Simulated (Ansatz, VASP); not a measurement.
**Cu: VASP beside Ansatz**

```xyz
1
Lattice="-0.0044 1.7884 1.8385 1.8229 -0.0175 1.8516 1.7828 1.7614 0.0226" Properties=species:S:1:pos:R:3 pbc="T T T"
Cu    0.0000    0.0000    0.0000
```

Alike in both runs: task relaxation of cell and atoms; functional PBE; k mesh 13 × 12 × 13; occupations fermi-dirac, width 0.05 eV; no spin polarisation.

```csv
,VASP,Ansatz
version,VASP 6.6.1,Ansatz 0.2.0
potentials or method,"VASP PAW PBE potentials, release 64 (Cu)",Ansatz PAW
plane-wave cutoff (eV),600,420
valence electrons in the cell,11,19
```

Ansatz gave:

| Item | Value |
| --- | --- |
| gap on the k mesh at the Fermi level, each at its own relaxed structure (eV) | none |
| relaxed volume (Å³/atom) | 11.95 |
| relaxed length of the cell vector where the two differ most in proportion (Å) | 2.579 |

Question: Which values does VASP return?

Answer: gap on the k mesh at the Fermi level, each at its own relaxed structure (eV): none; relaxed volume (Å³/atom): 12.00; relaxed length of the cell vector where the two differ most in proportion (Å): 2.585.

A gap of «none» marks a metal or a gap that the smearing closes. VASP's potentials hold 11 valence electrons a cell and Ansatz's 19, so a difference there can come from the potentials and not from the codes.

Noted on Ansatz's run: the plane-wave basis is chosen anew once the cell has moved, so the energies of steps on either side of that aren't comparable.
